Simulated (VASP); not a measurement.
# NaI (Fm-3m) in VASP: further runs

NaI is run at these levels: PBE, HSE06; tasks: single point.

Everything below comes from runs of VASP 6.6.1. Logs are shortened: lines on timing, memory, paths and dates and some standing lists are left out, and cuts for length are marked.

### 1 The cell of the first run

Symmetry: Fm-3m, No. 225, cubic system. The conventional cell has a = 6.459 Å, b = 6.459 Å, c = 6.459 Å, α = 90.00°, β = 90.00°, γ = 90.00°. Within 4.2 Å of Na (site symmetry m-3m) lie 6 I at 3.23 Å. Within 4.2 Å of I (site symmetry m-3m) lie 6 Na at 3.23 Å.

### 2 Single point, PBE

Contents of INCAR:

```
SYSTEM = NaI
  PREC = Accurate
  ENCUT = 520
  EDIFF = 1E-6
  ISMEAR = 0
  SIGMA = 0.01
  LREAL = .False.
  LASPH = .True.
  NELM = 100
  ALGO = Normal
  ISIF = 2
  LWAVE = .False.
  LCHARG = .False.
  GGA = PE
  NBANDS = 14
  ISYM = 0
```

Contents of KPOINTS:

```
Automatic mesh
0
Gamma
  6 6 6
  0 0 0
```

Contents of POSCAR:

```
NaI
1.0
    0.0000000000      3.2297205894      3.2297205894
    3.2297205894      0.0000000000      3.2297205894
    3.2297205894      3.2297205894      0.0000000000
Na I
1 1
Direct
    0.0000000000      0.0000000000      0.0000000000
    0.5000000000      0.5000000000      0.5000000000
```

Potentials or basis: VASP PAW PBE potentials, release 64 (Na_pv, I).

Launch:

```sh
> cat potpaw_PBE.64/Na_pv/POTCAR potpaw_PBE.64/I/POTCAR > POTCAR
> mpirun -np 1 vasp_std > vasp.out
```

OUTCAR:

```text
SYSTEM = NaI
   PREC = Accurate
   ENCUT = 520
   EDIFF = 1E-6
   ISMEAR = 0
   LREAL = .False.
   LASPH = .True.
   NELM = 100
   ISIF = 2
   GGA = PE
   ISYM = 0

 ion  position               nearest neighbor table
   1  0.000  0.000  0.000-
   2  0.500  0.500  0.500-

IMPORTANT INFORMATION: All symmetrisations will be switched off!
NOSYMM: (Re-)initialisation of all symmetry stuff for point group C_1.

----------------------------------------------------------------------------------------

                                     Primitive cell

  volume of cell :      67.3790

  direct lattice vectors                    reciprocal lattice vectors
     0.000000000  3.229720589  3.229720589    -0.154812154  0.154812154  0.154812154
     3.229720589  0.000000000  3.229720589     0.154812154 -0.154812154  0.154812154
     3.229720589  3.229720589  0.000000000     0.154812154  0.154812154 -0.154812154

  length of vectors
     4.567514660  4.567514660  4.567514660     0.268142516  0.268142516  0.268142516

  position of ions in fractional coordinates (direct lattice)
     0.000000000  0.000000000  0.000000000
     0.500000000  0.500000000  0.500000000

  ion indices of the primitive-cell ions
   primitive index   ion index
                 1           1
                 2           2

----------------------------------------------------------------------------------------

 KPOINTS: Automatic mesh

Automatic generation of k-mesh.
 Grid dimensions read from file:
 generate k-points for:    6    6    6

 Generating k-lattice:

  Cartesian coordinates                     Fractional coordinates (reciprocal lattice)
    -0.025802026  0.025802026  0.025802026     0.166666667  0.000000000  0.000000000
     0.025802026 -0.025802026  0.025802026     0.000000000  0.166666667  0.000000000
     0.025802026  0.025802026 -0.025802026     0.000000000  0.000000000  0.166666667

  Length of vectors
     0.044690419  0.044690419  0.044690419

  Shift w.r.t. Gamma in fractional coordinates (k-lattice)
     0.000000000  0.000000000  0.000000000

 Subroutine IBZKPT returns following result:
 ===========================================

 Found    112 irreducible k-points:

 Following reciprocal coordinates:
            Coordinates               Weight
  0.000000  0.000000  0.000000      1.000000
  0.166667  0.000000  0.000000      2.000000
  0.000000  0.166667  0.000000      2.000000
  0.000000  0.000000  0.166667      2.000000
[... 48 lines left out ...]
   TEBEG  =    0.0;   TEEND  =   0.0 temperature during run
   PSTRESS=    0.0 pullay stress
   NELECT =      14.0000    total number of electrons
   NUPDOWN=      -1.0000    fix difference up-down
   EMIN   =  10.00;   EMAX   =-10.00  energy-range for DOS
   EFERMI =   0.00;   METHOD = LEGACY
   ISMEAR =     0;   SIGMA  =   0.01  broadening in eV -4-tet -1-fermi 0-gaus
   EFERMI_NEDOS =   21; number of points for ismear=-14 and -15
   IALGO  =     38    algorithm
   IMIX   =      4    mixing-type and parameters
     AMIX     =   0.40;   BMIX     =  1.00
     AMIX_MAG =   1.60;   BMIX_MAG =  1.00
  volume/ion in A,a.u.               =      33.69       227.35
  Fermi-wavevector in a.u.,A,eV,Ry     =   0.969637  1.832348 12.792145  0.940196
  Thomas-Fermi vector in A             =   2.099706
   LORBIT       =      0    0 simple, 1 ext, 2 COOP (PROOUT), +10 PAW based schemes
   GGA     = PE    functional components
   LHFCALC =     F    Hartree Fock is set to
   AEXX    =    0.0000 exact exchange contribution
   IVDW    =     0    specifies the selected vdW correction
   LEPSILON=     F    determine dielectric tensor
   LRPA    =     F    only Hartree local field effects (RPA)
 non-spin polarized calculation
 Gauss-broadening in eV      SIGMA  =   0.01
  energy-cutoff  :      520.00
  volume of cell :       67.38
 maximum number of plane-waves:      1837
 NGX is ok and might be reduce to    36
   NGX = 17   NGY = 17   NGZ = 17

 number of electron      13.9999994 magnetization

 Free energy of the ion-electron system (eV)
  ---------------------------------------------------
  ext. energy  EPLUGINS =         0.00000000
  ---------------------------------------------------
  free energy    TOTEN  =        -5.38363592 eV

  energy without entropy =       -5.38363592  energy(sigma->0) =       -5.38363592

 E-fermi :   0.9546     XC(G=0):  -7.7298

 val. band max:        0.8498155377   @ k =   0.0000   0.0000   0.0000
 cond. band min:       4.5068322470   @ k =   0.0000   0.0000   0.0000
 fundamental gap:      3.6570167093
 Fermi energy:         0.9546284587

 k-point     1 :       0.0000    0.0000    0.0000
  band No.  band energies     occupation
      1     -21.5826      2.00000
      2     -21.5826      2.00000
      3     -21.5826      2.00000
      4     -10.1837      2.00000
      5       0.8498      2.00000
      6       0.8498      2.00000
      7       0.8498      2.00000
      8       4.5068      0.00000
      9       8.7795      0.00000
     10       8.7795      0.00000
     11       8.7795      0.00000
     12      10.6079      0.00000
     13      10.6079      0.00000
     14      11.2889      0.00000
[... 377 lines left out ...]
      1     -21.5857      2.00000
      2     -21.5833      2.00000
      3     -21.5832      2.00000
      4      -9.9559      2.00000
      5      -0.6372      2.00000
      6       0.4332      2.00000
      7       0.4709      2.00000
      8       6.3537      0.00000
      9       7.6489      0.00000
     10       8.1303      0.00000
     11       9.4032      0.00000
     12      10.5479      0.00000
     13      11.7086      0.00000
     14      12.5919      0.00000

 [... further k-points ...]

------------------------ aborting loop because EDIFF is reached ----------------------------------------

  FORCE on cell =-STRESS in cart. coord.  units (eV):
  Direction    XX          YY          ZZ          XY          YZ          ZX
  --------------------------------------------------------------------------------------
  -------------------------------------------------------------------------------------
  Total        0.2321567      0.2321574      0.2321575      0.0000058      0.0000060      0.0000070
  in kB        5.5203554      5.5203698      5.5203741      0.0001372      0.0001417      0.0001664
  external PRESSURE =       5.5203665 kB  Pullay stress =       0.0000000 kB

 VOLUME and BASIS-vectors are now :
 -----------------------------------------------------------------------------
  energy-cutoff  :      520.00
  volume of cell :       67.38
      direct lattice vectors                 reciprocal lattice vectors
     0.000000000  3.229720589  3.229720589    -0.154812154  0.154812154  0.154812154
     3.229720589  0.000000000  3.229720589     0.154812154 -0.154812154  0.154812154
     3.229720589  3.229720589  0.000000000     0.154812154  0.154812154 -0.154812154

 POSITION                                       TOTAL-FORCE (eV/Angst)
 -----------------------------------------------------------------------------------
      0.00000      0.00000      0.00000         0.000001      0.000002      0.000000
      3.22972      3.22972      3.22972        -0.000001     -0.000002     -0.000000
 -----------------------------------------------------------------------------------
    total drift:                                0.000002      0.000002      0.000000

  FREE ENERGIE OF THE ION-ELECTRON SYSTEM (eV)
  ---------------------------------------------------
  free  energy   TOTEN  =        -5.3836359240 eV

  energy  without entropy=       -5.3836359240  energy(sigma->0) =       -5.38363592
```

OSZICAR:

```text
N       E                     dE             d eps       ncg     rms          rms(c)
DAV:   1     0.819622887020E+02    0.81962E+02   -0.65477E+03  3150   0.890E+02
DAV:   2     0.934305873094E+00   -0.81028E+02   -0.75426E+02  3312   0.221E+02
DAV:   3    -0.530027743962E+01   -0.62346E+01   -0.61975E+01  4030   0.599E+01
DAV:   4    -0.544695412920E+01   -0.14668E+00   -0.14664E+00  4026   0.940E+00
DAV:   5    -0.545045892104E+01   -0.35048E-02   -0.35047E-02  4154   0.141E+00    0.163E+00
DAV:   6    -0.539010708729E+01    0.60352E-01   -0.69811E-02  3802   0.154E+00    0.110E+00
DAV:   7    -0.538161390041E+01    0.84932E-02   -0.64483E-02  3964   0.131E+00    0.610E-01
DAV:   8    -0.538365996448E+01   -0.20461E-02   -0.52847E-03  3670   0.576E-01    0.180E-01
DAV:   9    -0.538362220629E+01    0.37758E-04   -0.21096E-04  3916   0.126E-01    0.391E-02
DAV:  10    -0.538363511209E+01   -0.12906E-04   -0.35728E-05  3796   0.602E-02    0.111E-02
DAV:  11    -0.538363592405E+01   -0.81196E-06   -0.40902E-06  3958   0.195E-02
   1 F= -.53836359E+01 E0= -.53836359E+01  d E =-.152383E-51
```

Wall time 69 s (1 thread of AMD EPYC 7R13 (Zen 3), shared host); peak memory 0.23 GiB.

Results:

* Free energy: -5.3836 eV
* Pressure: 0.6 GPa
* Band gap on the k mesh: 3.66 eV

Caveat: spin-orbit coupling is left out, which moves the levels of the heavy elements.

### 3 Single point, HSE06

POSCAR is that of step 2.

Contents of INCAR.step1:

```
SYSTEM = NaI
ALGO = Normal
EDIFF = 1E-5
ENCUT = 520
GGA = PE
ISIF = 2
ISMEAR = 0
LASPH = .TRUE.
LREAL = .FALSE.
LWAVE = .TRUE.
NBANDS = 14
NELM = 60
PREC = Accurate
SIGMA = 0.01
```

Contents of INCAR.step2:

```
SYSTEM = NaI
ALGO = Normal
EDIFF = 1E-7
ENCUT = 520
GGA = PE
HFSCREEN = 0.2079
ISIF = 2
ISMEAR = 0
ISTART = 1
LASPH = .TRUE.
LCHARG = .TRUE.
LELF = .TRUE.
LHFCALC = .TRUE.
LREAL = .FALSE.
LVHAR = .TRUE.
LWAVE = .FALSE.
NBANDS = 14
NELM = 60
PREC = Accurate
PRECFOCK = Normal
SIGMA = 0.01
```

Contents of KPOINTS:

```
k-points
0
G
  4 4 4
  0 0 0
```

Potentials or basis: VASP PAW PBE potentials, release 64 (Na_pv, I).

Launch:

```sh
> cat potpaw_PBE.64/Na_pv/POTCAR potpaw_PBE.64/I/POTCAR > POTCAR
> cp INCAR.step1 INCAR
> mpirun -np 1 vasp_std > vasp.out
> cp INCAR.step2 INCAR
> mpirun -np 1 vasp_std > vasp.out
```

OUTCAR:

```text
SYSTEM = NaI
   EDIFF = 1E-7
   ENCUT = 520
   GGA = PE
   HFSCREEN = 0.2079
   ISIF = 2
   ISMEAR = 0
   ISTART = 1
   LASPH = .TRUE.
   LHFCALC = .TRUE.
   LREAL = .FALSE.
   NELM = 60
   PREC = Accurate
   PRECFOCK = Normal

 ion  position               nearest neighbor table
   1  0.000  0.000  0.000-
   2  0.500  0.500  0.500-

  LATTYP: Found a face centered cubic cell.
 ALAT       =     6.4594411788

  Lattice vectors:

 A1 = (   0.0000000000,   3.2297205894,   3.2297205894)
 A2 = (   3.2297205894,   0.0000000000,   3.2297205894)
 A3 = (   3.2297205894,   3.2297205894,   0.0000000000)

Analysis of symmetry for initial positions (statically):
=====================================================================
 Subroutine PRICEL returns:
 Original cell was already a primitive cell.

 Routine SETGRP: Setting up the symmetry group for a
 face centered cubic supercell.

 Subroutine GETGRP returns: Found 48 space group operations
 (whereof 48 operations were pure point group operations)
 out of a pool of 48 trial point group operations.
[... 165 lines left out ...]
      2     -24.6494      2.00000
      3     -24.6494      2.00000
      4     -11.8383      2.00000
      5       0.1396      2.00000
      6       0.1396      2.00000
      7       0.1396      2.00000
      8       4.8105      0.00000
      9       9.1503      0.00000
     10       9.1503      0.00000
     11       9.1503      0.00000
     12      11.1007      0.00000
     13      11.1007      0.00000
     14      11.6771      0.00000
[... 105 lines left out ...]
      1     -24.6523      2.00000
      2     -24.6523      2.00000
      3     -24.6511      2.00000
      4     -11.3754      2.00000
      5      -1.3843      2.00000
      6      -1.3843      2.00000
      7      -0.8506      2.00000
      8       7.0667      0.00000
      9       8.6824      0.00000
     10       8.6824      0.00000
     11       9.2110      0.00000
     12      13.4681      0.00000
     13      13.4681      0.00000
     14      14.2293      0.00000

------------------------ aborting loop because EDIFF is reached ----------------------------------------

  FORCE on cell =-STRESS in cart. coord.  units (eV):
  Direction    XX          YY          ZZ          XY          YZ          ZX
  --------------------------------------------------------------------------------------
  -------------------------------------------------------------------------------------
  Total        0.1140299      0.1140299      0.1140299     -0.0000000      0.0000000      0.0000000
  in kB        2.7114680      2.7114680      2.7114680     -0.0000000      0.0000000      0.0000000
  external PRESSURE =       2.7114680 kB  Pullay stress =       0.0000000 kB

 VOLUME and BASIS-vectors are now :
 -----------------------------------------------------------------------------
  energy-cutoff  :      520.00
  volume of cell :       67.38
      direct lattice vectors                 reciprocal lattice vectors
     0.000000000  3.229720589  3.229720589    -0.154812154  0.154812154  0.154812154
     3.229720589  0.000000000  3.229720589     0.154812154 -0.154812154  0.154812154
     3.229720589  3.229720589  0.000000000     0.154812154  0.154812154 -0.154812154

 POSITION                                       TOTAL-FORCE (eV/Angst)
 -----------------------------------------------------------------------------------
      0.00000      0.00000      0.00000         0.000000      0.000000     -0.000000
      3.22972      3.22972      3.22972         0.000000      0.000000      0.000000
 -----------------------------------------------------------------------------------
    total drift:                               -0.000003     -0.000005     -0.000005

  FREE ENERGIE OF THE ION-ELECTRON SYSTEM (eV)
  ---------------------------------------------------
  free  energy   TOTEN  =        -6.2553274112 eV

  energy  without entropy=       -6.2553274112  energy(sigma->0) =       -6.25532741
```

It took 5.3 min on 1 thread of AMD EPYC 7R13 (Zen 3), shared host; peak memory 0.28 GiB.

Results:

```
Free energy            : -6.2553 eV
Pressure               : 0.3 GPa
Band gap on the k mesh : 4.67 eV
```

Levels at points of the mesh, in eV from the valence-band top:
```
           k point  band 3  band 4  band 5  band 6  band 7  band 8  band 9  band 10  band 11  band 12
(0.00, 0.00, 0.00)  -24.79  -11.98    0.00    0.00    0.00    4.67    9.01     9.01     9.01    10.96
(0.50, 0.00, 0.00)  -24.79  -11.62   -2.35   -0.31   -0.31    6.07    8.54     8.54    10.08    11.49
(0.50, 0.50, 0.00)  -24.79  -11.52   -2.07   -0.81   -0.81    5.53    6.50    11.13    12.65    12.65
```

Caveat: the k points lie up to 0.42 Å⁻¹ apart; the PAW data sets were made with another functional, which shifts forces and pressure a little; spin-orbit coupling is left out, which moves the levels of the heavy elements.
